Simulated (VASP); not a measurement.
# GaN (P6_3mc) in VASP: settings compared

The runs below take GaN through single point, with r2SCAN, PBE.

Program: VASP 6.6.1. These are calculated values, not measurements. Logs are shortened: lines on timing, memory, paths and dates and some standing lists are left out, and cuts for length are marked.

## Step 1: The cell of the first run

The structure is hexagonal, space group P6_3mc (No. 186). Conventional cell: a = 3.183 Å, b = 3.183 Å, c = 5.184 Å, α = 90.00°, β = 90.00°, γ = 120.00°. Within 2.6 Å of Ga (site symmetry 3m) lie 4 N at 1.95 Å. N (site symmetry 3m) has 4 Ga at 1.95 Å within 2.6 Å.

## Step 2: Single point, r2SCAN

Input file POSCAR:

```
GaN
1.0
    3.1831493773      0.0000000000      0.0000000000
   -1.5915746887      2.7566882247      0.0000000000
    0.0000000000      0.0000000000      5.1836252148
Ga N
2 2
Direct
    0.3333333333      0.6666666667     -0.0008868111
    0.6666666667      0.3333333333      0.4991131889
    0.3333333333      0.6666666667      0.3758868111
    0.6666666667      0.3333333333      0.8758868111
```

Input file INCAR.step1:

```
  PREC = Accurate
  ENCUT = 520
  ISMEAR = 0
  SIGMA = 0.01
  LREAL = False
  LASPH = True
  NELM = 60
  NBANDS = 26
  GGA = PE
  ALGO = Normal
  EDIFF = 1E-4
  LWAVE = True
  LCHARG = False
```

Input file INCAR.step2:

```
  PREC = Accurate
  ENCUT = 520
  EDIFF = 1E-6
  ISMEAR = 0
  SIGMA = 0.01
  LREAL = False
  LASPH = True
  NELM = 60
  ALGO = Normal
  ISIF = 2
  LWAVE = False
  LCHARG = False
  METAGGA = R2SCAN
  LMIXTAU = True
  NBANDS = 26
  ISTART = 1
```

Input file KPOINTS:

```
Automatic mesh
0
Gamma
  9 9 4
```

Potentials or basis: VASP PAW PBE potentials, release 64 (Ga_d, N).

Command:

```
$ cat potpaw_PBE.64/Ga_d/POTCAR potpaw_PBE.64/N/POTCAR > POTCAR
$ cp INCAR.step1 INCAR
$ mpirun -np 1 vasp_std > vasp.out
$ cp INCAR.step2 INCAR
$ mpirun -np 1 vasp_std > vasp.out
```

OUTCAR:

```text
PREC = Accurate
   ENCUT = 520
   EDIFF = 1E-6
   ISMEAR = 0
   LREAL = False
   LASPH = True
   NELM = 60
   ISIF = 2
   METAGGA = R2SCAN
   ISTART = 1

 ion  position               nearest neighbor table
   1  0.333  0.667  0.999-   4 1.95   4 1.95   4 1.95   3 1.95
   2  0.667  0.333  0.499-   3 1.95   3 1.95   3 1.95   4 1.95
   3  0.333  0.667  0.376-   2 1.95   2 1.95   2 1.95   1 1.95
   4  0.667  0.333  0.876-   1 1.95   1 1.95   1 1.95   2 1.95

  LATTYP: Found a hexagonal cell.
 ALAT       =     3.1831493773
 C/A-ratio  =     1.6284580459

  Lattice vectors:

 A1 = (   3.1831493773,   0.0000000000,   0.0000000000)
 A2 = (  -1.5915746887,   2.7566882247,   0.0000000000)
 A3 = (   0.0000000000,   0.0000000000,   5.1836252148)

Analysis of symmetry for initial positions (statically):
=====================================================================
 Subroutine PRICEL returns:
 Original cell was already a primitive cell.

 Routine SETGRP: Setting up the symmetry group for a
 hexagonal supercell.

 Subroutine GETGRP returns: Found 12 space group operations
 (whereof  6 operations were pure point group operations)
 out of a pool of 24 trial point group operations.

The static configuration has the point symmetry C_3v.
 The point group associated with its full space group is C_6v.

Analysis of symmetry for dynamics (positions and initial velocities):
=====================================================================
 Subroutine PRICEL returns:
 Original cell was already a primitive cell.

 Routine SETGRP: Setting up the symmetry group for a
 hexagonal supercell.

 Subroutine GETGRP returns: Found 12 space group operations
 (whereof  6 operations were pure point group operations)
 out of a pool of 24 trial point group operations.

The dynamic configuration has the point symmetry C_3v.
 The point group associated with its full space group is C_6v.

 Subroutine INISYM returns: Found 12 space group operations
 (whereof  6 operations are pure point group operations),
 and found     1 'primitive' translations

----------------------------------------------------------------------------------------

                                     Primitive cell

  volume of cell :      45.4861

  direct lattice vectors                    reciprocal lattice vectors
[... 83 lines left out ...]
   ISTART =      1    job   : 0-new  1-cont  2-samecut
   ICHARG =      0    charge: 1-file 2-atom 10-const
   ISPIN  =      1    spin polarized calculation?
   LNONCOLLINEAR =      F non collinear calculations
   LSORBIT =      F    spin-orbit coupling
   LASPH  =      T    aspherical Exc in radial PAW
   ENCUT  =  520.0 eV  38.22 Ry    6.18 a.u.   5.92  5.92  9.64*2*pi/ulx,y,z
   NELM   =     60;   NELMIN=  2; NELMDL=  0     # of ELM steps
   EDIFF  = 0.1E-05   stopping-criterion for ELM
   LREAL  =      F    real-space projection
   EDIFFG = 0.1E-04   stopping-criterion for IOM
   NSW    =      0    number of steps for IOM
   IBRION =     -1    ionic relax: 0-MD 1-quasi-New 2-CG
   NFREE  =      0    steps in history (QN), initial steepest desc. (CG)
   ISIF   =      2    stress and relaxation
   ISYM   =      2    0-nonsym 1-usesym 2-fastsym
   POTIM  = 0.5000    time-step for ionic-motion
   TEBEG  =    0.0;   TEEND  =   0.0 temperature during run
   PSTRESS=    0.0 pullay stress
   NELECT =      36.0000    total number of electrons
   NUPDOWN=      -1.0000    fix difference up-down
   EMIN   =  10.00;   EMAX   =-10.00  energy-range for DOS
   EFERMI =   0.00;   METHOD = LEGACY
   ISMEAR =     0;   SIGMA  =   0.01  broadening in eV -4-tet -1-fermi 0-gaus
   EFERMI_NEDOS =   21; number of points for ismear=-14 and -15
   IALGO  =     38    algorithm
   IMIX   =      4    mixing-type and parameters
     AMIX     =   0.40;   BMIX     =  1.00
     AMIX_MAG =   1.60;   BMIX_MAG =  1.00
  volume/ion in A,a.u.               =      11.37        76.74
  Fermi-wavevector in a.u.,A,eV,Ry     =   1.514315  2.861641 31.200201  2.293150
  Thomas-Fermi vector in A             =   2.623989
   LORBIT       =      0    0 simple, 1 ext, 2 COOP (PROOUT), +10 PAW based schemes
   METAGGA = R2SCAN    functional components
   LHFCALC =     F    Hartree Fock is set to
   AEXX    =    0.0000 exact exchange contribution
   IVDW    =     0    specifies the selected vdW correction
   LEPSILON=     F    determine dielectric tensor
   LRPA    =     F    only Hartree local field effects (RPA)
 non-spin polarized calculation
 Gauss-broadening in eV      SIGMA  =   0.01
  energy-cutoff  :      520.00
  volume of cell :       45.49
 maximum number of plane-waves:      1248
 NGX is ok and might be reduce to    24
   NGX = 11   NGY = 11   NGZ = 19

 number of electron      35.9999993 magnetization

 Free energy of the ion-electron system (eV)
  ---------------------------------------------------
  ext. energy  EPLUGINS =         0.00000000
  ---------------------------------------------------
  free energy    TOTEN  =       -43.82068308 eV

  energy without entropy =      -43.82068308  energy(sigma->0) =      -43.82068308

 E-fermi :   5.1621     XC(G=0): -12.6636

 val. band max:        5.1013528354   @ k =   0.0000   0.0000   0.0000
 cond. band min:       7.4448533117   @ k =   0.0000   0.0000   0.0000
 fundamental gap:      2.3435004763
 Fermi energy:         5.1620814269

 k-point     1 :       0.0000    0.0000    0.0000
  band No.  band energies     occupation
      1     -11.7108      2.00000
      2     -10.7044      2.00000
      3      -8.7273      2.00000
      4      -8.7114      2.00000
      5      -8.7114      2.00000
      6      -8.6429      2.00000
[... 685 lines left out ...]
     25      19.0515      0.00000
     26      19.5476      0.00000

 [... further k-points ...]
[... 5 lines left out ...]
  --------------------------------------------------------------------------------------
  -------------------------------------------------------------------------------------
  Total        0.3153614      0.3153614      0.2779780     -0.0000000     -0.0000000      0.0000000
  in kB       11.1081272     11.1081272      9.7913544     -0.0000000     -0.0000000      0.0000000
  external PRESSURE =      10.6692029 kB  Pullay stress =       0.0000000 kB

 VOLUME and BASIS-vectors are now :
 -----------------------------------------------------------------------------
  energy-cutoff  :      520.00
  volume of cell :       45.49
      direct lattice vectors                 reciprocal lattice vectors
     3.183149377  0.000000000  0.000000000     0.314154280  0.181377058  0.000000000
    -1.591574689  2.756688225  0.000000000     0.000000000  0.362754116  0.000000000
     0.000000000  0.000000000  5.183625215     0.000000000  0.000000000  0.192915182

 POSITION                                       TOTAL-FORCE (eV/Angst)
 -----------------------------------------------------------------------------------
     -0.00000      1.83779      5.17903         0.000000     -0.000000      0.005048
      1.59157      0.91890      2.58722        -0.000000      0.000000      0.005048
     -0.00000      1.83779      1.94846         0.000000     -0.000000     -0.005048
      1.59157      0.91890      4.54027         0.000000      0.000000     -0.005048
 -----------------------------------------------------------------------------------
    total drift:                                0.000002      0.000004      0.034530

  FREE ENERGIE OF THE ION-ELECTRON SYSTEM (eV)
  ---------------------------------------------------
  free  energy   TOTEN  =       -43.8206830782 eV

  energy  without entropy=      -43.8206830782  energy(sigma->0) =      -43.82068308
```

Run time: 50 s. Hardware: 1 thread of Intel Xeon 6975P-C (Granite Rapids), shared host; peak memory 0.18 GiB.

Results:

```
Free energy            : -43.8207 eV
Pressure               : 1.1 GPa
Largest force          : 0.005 eV/Å
Band gap on the k mesh : 2.34 eV, direct
```

Forces in eV/Å, atoms in the order of the input:
```
Ga   0.000  0.000  0.005
Ga   0.000  0.000  0.005
N    0.000  0.000 -0.005
N    0.000  0.000 -0.005
```

Stress tensor (GPa, compression positive):
```
1.11 0.00 0.00
0.00 1.11 0.00
0.00 0.00 0.98
```

Caveat: the PAW data sets were made with another functional, which shifts forces and pressure a little. r2SCAN opens gaps a little over a GGA but as a rule still falls short of measured ones.

## Step 3: Single point, r2SCAN (volume changed by +3%)

Input file POSCAR:

```
GaN
1.0
    3.2146677575      0.0000000000      0.0000000000
   -1.6073338788      2.7839839427      0.0000000000
    0.0000000000      0.0000000000      5.2349515747
Ga N
2 2
Direct
    0.3333333333      0.6666666667     -0.0008868111
    0.6666666667      0.3333333333      0.4991131889
    0.3333333333      0.6666666667      0.3758868111
    0.6666666667      0.3333333333      0.8758868111
```

Input file INCAR.step1:

```
  PREC = Accurate
  ENCUT = 520
  ISMEAR = 0
  SIGMA = 0.01
  LREAL = F
  LASPH = T
  NELM = 60
  NBANDS = 26
  GGA = PE
  ALGO = Normal
  EDIFF = 1E-4
  LWAVE = T
  LCHARG = F
```

Input file INCAR.step2:

```
  PREC = Accurate
  ENCUT = 520
  EDIFF = 1E-6
  ISMEAR = 0
  SIGMA = 0.01
  LREAL = F
  LASPH = T
  NELM = 60
  ALGO = Normal
  ISIF = 2
  LWAVE = F
  LCHARG = F
  METAGGA = R2SCAN
  LMIXTAU = T
  NBANDS = 26
  ISTART = 1
```

KPOINTS is that of step 2.

Potentials or basis: VASP PAW PBE potentials, release 64 (Ga_d, N).

Command:

```
$ cat potpaw_PBE.64/Ga_d/POTCAR potpaw_PBE.64/N/POTCAR > POTCAR
$ cp INCAR.step1 INCAR
$ mpirun -np 1 vasp_std > vasp.out
$ cp INCAR.step2 INCAR
$ mpirun -np 1 vasp_std > vasp.out
```

OUTCAR:

```text
PREC = Accurate
   ENCUT = 520
   EDIFF = 1E-6
   ISMEAR = 0
   LREAL = F
   LASPH = T
   NELM = 60
   ISIF = 2
   METAGGA = R2SCAN
   ISTART = 1

 ion  position               nearest neighbor table
   1  0.333  0.667  0.999-   4 1.96   4 1.96   4 1.96   3 1.97
   2  0.667  0.333  0.499-   3 1.96   3 1.96   3 1.96   4 1.97
   3  0.333  0.667  0.376-   2 1.96   2 1.96   2 1.96   1 1.97
   4  0.667  0.333  0.876-   1 1.96   1 1.96   1 1.96   2 1.97

  LATTYP: Found a hexagonal cell.
 ALAT       =     3.2146677575
 C/A-ratio  =     1.6284580459

  Lattice vectors:

 A1 = (   3.2146677575,   0.0000000000,   0.0000000000)
 A2 = (  -1.6073338788,   2.7839839427,   0.0000000000)
 A3 = (   0.0000000000,   0.0000000000,   5.2349515747)

Analysis of symmetry for initial positions (statically):
=====================================================================
 Subroutine PRICEL returns:
 Original cell was already a primitive cell.

 Routine SETGRP: Setting up the symmetry group for a
 hexagonal supercell.

 Subroutine GETGRP returns: Found 12 space group operations
 (whereof  6 operations were pure point group operations)
 out of a pool of 24 trial point group operations.

The static configuration has the point symmetry C_3v.
 The point group associated with its full space group is C_6v.

Analysis of symmetry for dynamics (positions and initial velocities):
=====================================================================
 Subroutine PRICEL returns:
 Original cell was already a primitive cell.

 Routine SETGRP: Setting up the symmetry group for a
 hexagonal supercell.

 Subroutine GETGRP returns: Found 12 space group operations
 (whereof  6 operations were pure point group operations)
 out of a pool of 24 trial point group operations.

The dynamic configuration has the point symmetry C_3v.
[... 116 lines left out ...]
   NUPDOWN=      -1.0000    fix difference up-down
   EMIN   =  10.00;   EMAX   =-10.00  energy-range for DOS
   EFERMI =   0.00;   METHOD = LEGACY
   ISMEAR =     0;   SIGMA  =   0.01  broadening in eV -4-tet -1-fermi 0-gaus
   EFERMI_NEDOS =   21; number of points for ismear=-14 and -15
   IALGO  =     38    algorithm
   IMIX   =      4    mixing-type and parameters
     AMIX     =   0.40;   BMIX     =  1.00
     AMIX_MAG =   1.60;   BMIX_MAG =  1.00
  volume/ion in A,a.u.               =      11.71        79.04
  Fermi-wavevector in a.u.,A,eV,Ry     =   1.499468  2.833583 30.591393  2.248404
  Thomas-Fermi vector in A             =   2.611094
   LORBIT       =      0    0 simple, 1 ext, 2 COOP (PROOUT), +10 PAW based schemes
   METAGGA = R2SCAN    functional components
   LHFCALC =     F    Hartree Fock is set to
   AEXX    =    0.0000 exact exchange contribution
   IVDW    =     0    specifies the selected vdW correction
   LEPSILON=     F    determine dielectric tensor
   LRPA    =     F    only Hartree local field effects (RPA)
 non-spin polarized calculation
 Gauss-broadening in eV      SIGMA  =   0.01
  energy-cutoff  :      520.00
  volume of cell :       46.85
 maximum number of plane-waves:      1284
 NGX is ok and might be reduce to    24
   NGX = 11   NGY = 11   NGZ = 19

 number of electron      35.9999957 magnetization

 Free energy of the ion-electron system (eV)
  ---------------------------------------------------
  ext. energy  EPLUGINS =         0.00000000
  ---------------------------------------------------
  free energy    TOTEN  =       -43.80677010 eV

  energy without entropy =      -43.80677010  energy(sigma->0) =      -43.80677010

 E-fermi :   4.8630     XC(G=0): -12.4902

 val. band max:        4.7844121208   @ k =   0.0000   0.0000   0.0000
 cond. band min:       6.9226348115   @ k =   0.0000   0.0000   0.0000
 fundamental gap:      2.1382226907
 Fermi energy:         4.8629752283

 k-point     1 :       0.0000    0.0000    0.0000
  band No.  band energies     occupation
      1     -11.7758      2.00000
      2     -10.8603      2.00000
      3      -9.0276      2.00000
      4      -9.0127      2.00000
      5      -9.0127      2.00000
      6      -8.9502      2.00000
[... 685 lines left out ...]
     25      18.5615      0.00000
     26      18.8815      0.00000

 [... further k-points ...]
[... 5 lines left out ...]
  --------------------------------------------------------------------------------------
  -------------------------------------------------------------------------------------
  Total       -1.3038981     -1.3038981     -1.2993864      0.0000000      0.0000000      0.0000000
  in kB      -44.5901295    -44.5901295    -44.4358433      0.0000000      0.0000000      0.0000000
  external PRESSURE =     -44.5387007 kB  Pullay stress =       0.0000000 kB

 VOLUME and BASIS-vectors are now :
 -----------------------------------------------------------------------------
  energy-cutoff  :      520.00
  volume of cell :       46.85
      direct lattice vectors                 reciprocal lattice vectors
     3.214667758  0.000000000  0.000000000     0.311074137  0.179598737  0.000000000
    -1.607333879  2.783983943  0.000000000     0.000000000  0.359197474  0.000000000
     0.000000000  0.000000000  5.234951575     0.000000000  0.000000000  0.191023735

 POSITION                                       TOTAL-FORCE (eV/Angst)
 -----------------------------------------------------------------------------------
     -0.00000      1.85599      5.23031         0.000000      0.000000      0.000322
      1.60733      0.92799      2.61283        -0.000000     -0.000000      0.000322
     -0.00000      1.85599      1.96775        -0.000000      0.000000     -0.000322
      1.60733      0.92799      4.58523        -0.000000      0.000000     -0.000322
 -----------------------------------------------------------------------------------
    total drift:                                0.000002      0.000003      0.026283

  FREE ENERGIE OF THE ION-ELECTRON SYSTEM (eV)
  ---------------------------------------------------
  free  energy   TOTEN  =       -43.8067700972 eV

  energy  without entropy=      -43.8067700972  energy(sigma->0) =      -43.80677010
```

OUTCAR.step1:

```text
PREC = Accurate
   ENCUT = 520
   ISMEAR = 0
   LREAL = F
[... 928 lines left out ...]
     -0.00000      1.85599      5.23031        -0.000000     -0.000000      0.000060
      1.60733      0.92799      2.61283         0.000000      0.000000      0.000060
     -0.00000      1.85599      1.96775         0.000000     -0.000000     -0.000060
      1.60733      0.92799      4.58523        -0.000000      0.000000     -0.000060
 -----------------------------------------------------------------------------------
    total drift:                               -0.000001     -0.000001     -0.001241

  FREE ENERGIE OF THE ION-ELECTRON SYSTEM (eV)
  ---------------------------------------------------
  free  energy   TOTEN  =       -24.3269404032 eV

  energy  without entropy=      -24.3269404032  energy(sigma->0) =      -24.32694040
```

It took 51 s on 1 thread of Intel Xeon 6975P-C (Granite Rapids), shared host; peak memory 0.18 GiB.

What came out:

```
Free energy            : -43.8068 eV
Pressure               : -4.5 GPa
Band gap on the k mesh : 2.14 eV, direct
```

Caveat: the PAW data sets were made with another functional, which shifts forces and pressure a little.

[end of part 1 of 2]
